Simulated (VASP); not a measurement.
# FeGe (P2_13) in VASP: single point with PBE

Aim: the single point of FeGe with PBE.

Everything below comes from runs of VASP 6.6.1. Logs are shortened: lines on timing, memory, paths and dates and some standing lists are left out, and cuts for length are marked.

### Step 1. The cell of the first run

The structure is cubic, space group P2_13 (No. 198). The conventional cell has a = 4.663 Å, b = 4.663 Å, c = 4.663 Å, α = 90.00°, β = 90.00°, γ = 90.00°. Fe (site symmetry 3) has 7 Ge at 2.37 to 2.63 Å and 6 Fe at 2.86 Å within 3.1 Å. Ge (site symmetry 3) has 7 Fe at 2.37 to 2.63 Å and 6 Ge at 2.89 Å within 3.1 Å.

### Step 2. Single point, PBE

File INCAR:

```
  PREC = Accurate
  ENCUT = 520
  EDIFF = 1E-6
  ISMEAR = 0
  SIGMA = 0.05
  LREAL = F
  LASPH = T
  NELM = 80
  ALGO = Normal
  ISIF = 2
  LWAVE = F
  LCHARG = F
  GGA = PE
  NBANDS = 54
```

File KPOINTS:

```
Automatic mesh
0
Gamma
  8 8 8
```

File POSCAR:

```
FeGe
1.0
    4.6626167163      0.0000000000      0.0000000000
    0.0000000000      4.6626167163      0.0000000000
    0.0000000000      0.0000000000      4.6626167163
Fe Ge
4 4
Direct
    0.1349101328      0.1349101328      0.1349101328
    0.3650898672      0.8650898672      0.6349101328
    0.6349101328      0.3650898672      0.8650898672
    0.8650898672      0.6349101328      0.3650898672
    0.8417623853      0.8417623853      0.8417623853
    0.6582376147      0.1582376147      0.3417623853
    0.3417623853      0.6582376147      0.1582376147
    0.1582376147      0.3417623853      0.6582376147
```

Potentials or basis: VASP PAW PBE potentials, release 64 (Fe, Ge_d).

On the command line:

```bash
$ cat potpaw_PBE.64/Fe/POTCAR potpaw_PBE.64/Ge_d/POTCAR > POTCAR
$ mpirun -np 1 vasp_std > vasp.out
```

OUTCAR:

```text
PREC = Accurate
   ENCUT = 520
   EDIFF = 1E-6
   ISMEAR = 0
   LREAL = F
   LASPH = T
   NELM = 80
   ISIF = 2
   GGA = PE

 ion  position               nearest neighbor table
   1  0.135  0.135  0.135-   5 2.37   6 2.43   7 2.43   8 2.43   7 2.63   8 2.63   6 2.63   2 2.86
                             4 2.86   2 2.86   4 2.86   3 2.86   3 2.86
   2  0.365  0.865  0.635-   6 2.37   5 2.43   7 2.43   8 2.43   7 2.63   8 2.63   5 2.63   1 2.86
                             3 2.86   1 2.86   3 2.86   4 2.86   4 2.86
   3  0.635  0.365  0.865-   7 2.37   6 2.43   5 2.43   8 2.43   8 2.63   6 2.63   5 2.63   4 2.86
                             2 2.86   2 2.86   4 2.86   1 2.86   1 2.86
   4  0.865  0.635  0.365-   8 2.37   6 2.43   7 2.43   5 2.43   6 2.63   5 2.63   7 2.63   3 2.86
                             1 2.86   1 2.86   3 2.86   2 2.86   2 2.86
   5  0.842  0.842  0.842-   1 2.37   2 2.43   3 2.43   4 2.43   3 2.63   4 2.63   2 2.63   6 2.89
                             7 2.89   8 2.89   6 2.89   8 2.89   7 2.89
   6  0.658  0.158  0.342-   2 2.37   1 2.43   3 2.43   4 2.43   3 2.63   4 2.63   1 2.63   8 2.89
                             5 2.89   5 2.89   7 2.89   7 2.89   8 2.89
   7  0.342  0.658  0.158-   3 2.37   2 2.43   1 2.43   4 2.43   4 2.63   2 2.63   1 2.63   8 2.89
                             5 2.89   8 2.89   6 2.89   6 2.89   5 2.89
   8  0.158  0.342  0.658-   4 2.37   2 2.43   3 2.43   1 2.43   2 2.63   1 2.63   3 2.63   7 2.89
                             5 2.89   7 2.89   5 2.89   6 2.89   6 2.89

  LATTYP: Found a simple cubic cell.
 ALAT       =     4.6626167163

  Lattice vectors:

 A1 = (   4.6626167163,   0.0000000000,   0.0000000000)
 A2 = (   0.0000000000,   4.6626167163,   0.0000000000)
 A3 = (   0.0000000000,   0.0000000000,   4.6626167163)

Analysis of symmetry for initial positions (statically):
=====================================================================
 Subroutine PRICEL returns:
 Original cell was already a primitive cell.

 Routine SETGRP: Setting up the symmetry group for a
 simple cubic supercell.

 Subroutine GETGRP returns: Found 12 space group operations
 (whereof  3 operations were pure point group operations)
 out of a pool of 48 trial point group operations.

The static configuration has the point symmetry C_3 .
 The point group associated with its full space group is T   .

Analysis of symmetry for dynamics (positions and initial velocities):
=====================================================================
 Subroutine PRICEL returns:
 Original cell was already a primitive cell.

 Routine SETGRP: Setting up the symmetry group for a
 simple cubic supercell.

 Subroutine GETGRP returns: Found 12 space group operations
 (whereof  3 operations were pure point group operations)
 out of a pool of 48 trial point group operations.

The dynamic configuration has the point symmetry C_3 .
 The point group associated with its full space group is T   .

 Subroutine INISYM returns: Found 12 space group operations
 (whereof  3 operations are pure point group operations),
 and found     1 'primitive' translations

----------------------------------------------------------------------------------------

                                     Primitive cell

  volume of cell :     101.3653

  direct lattice vectors                    reciprocal lattice vectors
     4.662616716  0.000000000  0.000000000     0.214471843  0.000000000  0.000000000
     0.000000000  4.662616716  0.000000000     0.000000000  0.214471843  0.000000000
     0.000000000  0.000000000  4.662616716     0.000000000  0.000000000  0.214471843

  length of vectors
     4.662616716  4.662616716  4.662616716     0.214471843  0.214471843  0.214471843

  position of ions in fractional coordinates (direct lattice)
     0.134910133  0.134910133  0.134910133
     0.365089867  0.865089867  0.634910133
     0.634910133  0.365089867  0.865089867
     0.865089867  0.634910133  0.365089867
     0.841762385  0.841762385  0.841762385
     0.658237615  0.158237615  0.341762385
     0.341762385  0.658237615  0.158237615
     0.158237615  0.341762385  0.658237615

  ion indices of the primitive-cell ions
   primitive index   ion index
                 1           1
                 2           2
                 3           3
                 4           4
                 5           5
                 6           6
                 7           7
                 8           8

----------------------------------------------------------------------------------------

 KPOINTS: Automatic mesh

Automatic generation of k-mesh.
 Grid dimensions read from file:
 generate k-points for:    8    8    8

 Generating k-lattice:

  Cartesian coordinates                     Fractional coordinates (reciprocal lattice)
     0.026808980  0.000000000  0.000000000     0.125000000  0.000000000  0.000000000
     0.000000000  0.026808980  0.000000000     0.000000000  0.125000000  0.000000000
     0.000000000  0.000000000  0.026808980     0.000000000  0.000000000  0.125000000

  Length of vectors
     0.026808980  0.026808980  0.026808980

  Shift w.r.t. Gamma in fractional coordinates (k-lattice)
     0.000000000  0.000000000  0.000000000

 Subroutine IBZKPT returns following result:
 ===========================================

 Found     45 irreducible k-points:

 Following reciprocal coordinates:
            Coordinates               Weight
  0.000000  0.000000  0.000000      1.000000
  0.125000  0.000000  0.000000      6.000000
  0.250000  0.000000  0.000000      6.000000
  0.375000  0.000000  0.000000      6.000000
  0.500000  0.000000  0.000000      3.000000
  0.125000  0.125000  0.000000     12.000000
[... 16 lines left out ...]
  0.250000  0.125000  0.125000     24.000000
  0.375000  0.125000  0.125000     24.000000
 [... further k-points ...]
   k-points           NKPTS =     45   k-points in BZ     NKDIM =     45   number of bands    NBANDS=     54
   number of dos      NEDOS =    301   number of ions     NIONS =      8
   total plane-waves  NPLWV =  46656
   dimension x,y,z NGX =    36 NGY =   36 NGZ =   36
   dimension x,y,z NGXF=    72 NGYF=   72 NGZF=   72
   ions per type =               4   4
   NGX,Y,Z   is equivalent  to a cutoff of  12.84, 12.84, 12.84 a.u.
   NGXF,Y,Z  is equivalent  to a cutoff of  25.67, 25.67, 25.67 a.u.
 SYSTEM =  unknown system
   PREC   = accura    normal or accurate (medium, high low for compatibility)
   ISTART =      0    job   : 0-new  1-cont  2-samecut
   ICHARG =      2    charge: 1-file 2-atom 10-const
   ISPIN  =      1    spin polarized calculation?
   LNONCOLLINEAR =      F non collinear calculations
   LSORBIT =      F    spin-orbit coupling
   LASPH  =      T    aspherical Exc in radial PAW
   ENCUT  =  520.0 eV  38.22 Ry    6.18 a.u.   8.67  8.67  8.67*2*pi/ulx,y,z
   NELM   =     80;   NELMIN=  2; NELMDL= -5     # of ELM steps
   EDIFF  = 0.1E-05   stopping-criterion for ELM
   LREAL  =      F    real-space projection
   EDIFFG = 0.1E-04   stopping-criterion for IOM
   NSW    =      0    number of steps for IOM
   IBRION =     -1    ionic relax: 0-MD 1-quasi-New 2-CG
   NFREE  =      0    steps in history (QN), initial steepest desc. (CG)
   ISIF   =      2    stress and relaxation
   ISYM   =      2    0-nonsym 1-usesym 2-fastsym
   POTIM  = 0.5000    time-step for ionic-motion
   TEBEG  =    0.0;   TEEND  =   0.0 temperature during run
   PSTRESS=    0.0 pullay stress
   NELECT =      88.0000    total number of electrons
   NUPDOWN=      -1.0000    fix difference up-down
   EMIN   =  10.00;   EMAX   =-10.00  energy-range for DOS
   EFERMI =   0.00;   METHOD = LEGACY
   ISMEAR =     0;   SIGMA  =   0.05  broadening in eV -4-tet -1-fermi 0-gaus
   EFERMI_NEDOS =   21; number of points for ismear=-14 and -15
   IALGO  =     38    algorithm
   IMIX   =      4    mixing-type and parameters
     AMIX     =   0.40;   BMIX     =  1.00
     AMIX_MAG =   1.60;   BMIX_MAG =  1.00
  volume/ion in A,a.u.               =      12.67        85.51
  Fermi-wavevector in a.u.,A,eV,Ry     =   1.561730  2.951242 33.184626  2.439001
  Thomas-Fermi vector in A             =   2.664753
   LORBIT       =      0    0 simple, 1 ext, 2 COOP (PROOUT), +10 PAW based schemes
   GGA     = PE    functional components
   LHFCALC =     F    Hartree Fock is set to
   AEXX    =    0.0000 exact exchange contribution
   IVDW    =     0    specifies the selected vdW correction
   LEPSILON=     F    determine dielectric tensor
   LRPA    =     F    only Hartree local field effects (RPA)
 non-spin polarized calculation
 Gauss-broadening in eV      SIGMA  =   0.05
  energy-cutoff  :      520.00
  volume of cell :      101.37
 maximum number of plane-waves:      2800
   NGX = 17   NGY = 17   NGZ = 17

 number of electron      87.9999920 magnetization

 Free energy of the ion-electron system (eV)
  ---------------------------------------------------
  ext. energy  EPLUGINS =         0.00000000
  ---------------------------------------------------
  free energy    TOTEN  =       -51.59740485 eV

  energy without entropy =      -51.59259469  energy(sigma->0) =      -51.59499977

 E-fermi :   8.0906     XC(G=0): -12.9758

 val. band max:        8.0456164350   @ k =   0.2500   0.1250   0.1250
 cond. band min:       8.1332953131   @ k =   0.2500   0.2500   0.0000
 fundamental gap:      0.0876788781
 Fermi energy:         8.0905946147

 k-point     1 :       0.0000    0.0000    0.0000
  band No.  band energies     occupation
      1     -16.5092      2.00000
      2     -16.5092      2.00000
      3     -16.5092      2.00000
      4     -16.4706      2.00000
      5     -16.4706      2.00000
      6     -16.4706      2.00000
[... 46 lines left out ...]
     53      11.9542      0.00000
     54      11.9542      0.00000

 k-point     2 :       0.1250    0.0000    0.0000
  band No.  band energies     occupation
      1     -16.5104      2.00000
      2     -16.5085      2.00000
      3     -16.5084      2.00000
      4     -16.4727      2.00000
      5     -16.4696      2.00000
      6     -16.4656      2.00000
[... 46 lines left out ...]
     53      12.0889      0.00000
     54      12.1215      0.00000

 k-point     3 :       0.2500    0.0000    0.0000
  band No.  band energies     occupation
      1     -16.5110      2.00000
      2     -16.5068      2.00000
      3     -16.5068      2.00000
      4     -16.4793      2.00000
      5     -16.4635      2.00000
      6     -16.4610      2.00000
[... 46 lines left out ...]
     53      12.3180      0.00000
     54      12.3227      0.00000
[... 1084 lines left out ...]
 k-point    23 :       0.2500    0.1250    0.1250
  band No.  band energies     occupation
      1     -16.5121      2.00000
      2     -16.5076      2.00000
      3     -16.5043      2.00000
      4     -16.4751      2.00000
      5     -16.4654      2.00000
      6     -16.4619      2.00000
[... 46 lines left out ...]
     53      11.7204      0.00000
     54      12.5032      0.00000

 k-point    24 :       0.3750    0.1250    0.1250
  band No.  band energies     occupation
      1     -16.5105      2.00000
      2     -16.5071      2.00000
      3     -16.5000      2.00000
      4     -16.4849      2.00000
      5     -16.4637      2.00000
      6     -16.4598      2.00000
[... 46 lines left out ...]
     53      11.7664      0.00000
     54      12.6012      0.00000

 [... further k-points ...]
[... 5 lines left out ...]
  --------------------------------------------------------------------------------------
  -------------------------------------------------------------------------------------
  Total       -1.8212480     -1.8212480     -1.8212480      0.0000000      0.0000000      0.0000000
  in kB      -28.7866104    -28.7866104    -28.7866104      0.0000000      0.0000000      0.0000000
  external PRESSURE =     -28.7866104 kB  Pullay stress =       0.0000000 kB

 VOLUME and BASIS-vectors are now :
 -----------------------------------------------------------------------------
  energy-cutoff  :      520.00
  volume of cell :      101.37
      direct lattice vectors                 reciprocal lattice vectors
     4.662616716  0.000000000  0.000000000     0.214471843  0.000000000  0.000000000
     0.000000000  4.662616716  0.000000000     0.000000000  0.214471843  0.000000000
     0.000000000  0.000000000  4.662616716     0.000000000  0.000000000  0.214471843

 POSITION                                       TOTAL-FORCE (eV/Angst)
 -----------------------------------------------------------------------------------
      0.62903      0.62903      0.62903        -0.065681     -0.065681     -0.065681
      1.70227      4.03358      2.96034         0.065681      0.065681     -0.065681
      2.96034      1.70227      4.03358        -0.065681      0.065681      0.065681
      4.03358      2.96034      1.70227         0.065681     -0.065681      0.065681
      3.92482      3.92482      3.92482        -0.216059     -0.216059     -0.216059
      3.06911      0.73780      1.59351         0.216059      0.216059     -0.216059
      1.59351      3.06911      0.73780        -0.216059      0.216059      0.216059
      0.73780      1.59351      3.06911         0.216059     -0.216059      0.216059
 -----------------------------------------------------------------------------------
    total drift:                               -0.000001     -0.000000      0.000000

  FREE ENERGIE OF THE ION-ELECTRON SYSTEM (eV)
  ---------------------------------------------------
  free  energy   TOTEN  =       -51.5974048467 eV

  energy  without entropy=      -51.5925946943  energy(sigma->0) =      -51.59499977
```

Wall time 3.5 min (1 thread of AMD EPYC 7R43 (Zen 3), shared host); peak memory 0.3 GiB.

Results:

| Item | Value |
| --- | --- |
| Free energy | -51.5974 eV |
| Pressure | -2.9 GPa |
| Largest force | 0.374 eV/Å |
| Band gap on the k mesh | 0.09 eV, indirect (least direct gap 0.11 eV) |

Forces in eV/Å, atoms in the order of the input:
```
Fe  -0.066 -0.066 -0.066
Fe   0.066  0.066 -0.066
Fe  -0.066  0.066  0.066
Fe   0.066 -0.066  0.066
Ge  -0.216 -0.216 -0.216
Ge   0.216  0.216 -0.216
Ge  -0.216  0.216  0.216
Ge   0.216 -0.216  0.216
```

Levels at points of the mesh, in eV from the valence-band top:
| k point | band 42 | band 43 | band 44 | band 45 | band 46 | band 47 |
| --- | --- | --- | --- | --- | --- | --- |
| (0.00, 0.00, 0.00) | -0.21 | -0.04 | -0.04 | 0.42 | 0.42 | 0.42 |
| (0.50, 0.00, 0.00) | -0.31 | -0.02 | -0.02 | 0.11 | 0.11 | 1.42 |
| (0.50, 0.50, 0.00) | -0.86 | -0.28 | -0.28 | 0.51 | 0.51 | 0.89 |
| (0.50, 0.50, 0.50) | -0.52 | -0.52 | -0.52 | 0.33 | 0.33 | 0.33 |

A k mesh can miss the band edges. Spin polarisation is off, so any magnetic state and its effect on volume and gap are missing.
